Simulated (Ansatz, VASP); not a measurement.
## In3As in VASP and in Ansatz

```
In As
1.0
     4.51525    0.00000    0.00000
     0.00000    4.51525    0.00000
     0.00000    0.00000    4.51525
In As
3 1
Cartesian
  0.0000 2.2576 2.2576
  2.2576 0.0000 2.2576
  2.2576 2.2576 0.0000
  0.0000 0.0000 0.0000
```

Alike in both runs: functional LDA; k mesh 4 × 4 × 4; occupations fermi-dirac, width 0.01 eV; no spin polarisation.

Ansatz relaxed the structure, and its values are those at the end. VASP's run is a single point on that final structure, the one shown.

|  | VASP | Ansatz |
| --- | --- | --- |
| version | VASP 6.6.1 | Ansatz 0.2.0 |
| potentials or method | VASP PAW LDA potentials, release 64 (In_d, As), cutoff 520 eV | plane waves, PAW |
| valence electrons in the cell | 44 | 54 |

```csv
,VASP,Ansatz,Ansatz less VASP
pressure (GPa),0.1,0.0,-0.08
```

LDA's correlation is that of Perdew and Zunger in VASP and of Perdew and Wang (1992) in Ansatz. VASP's potentials hold 44 valence electrons a cell and Ansatz's 54, so a difference there can come from the potentials and not from the codes. Ansatz's warnings: stress scf threshold loose.
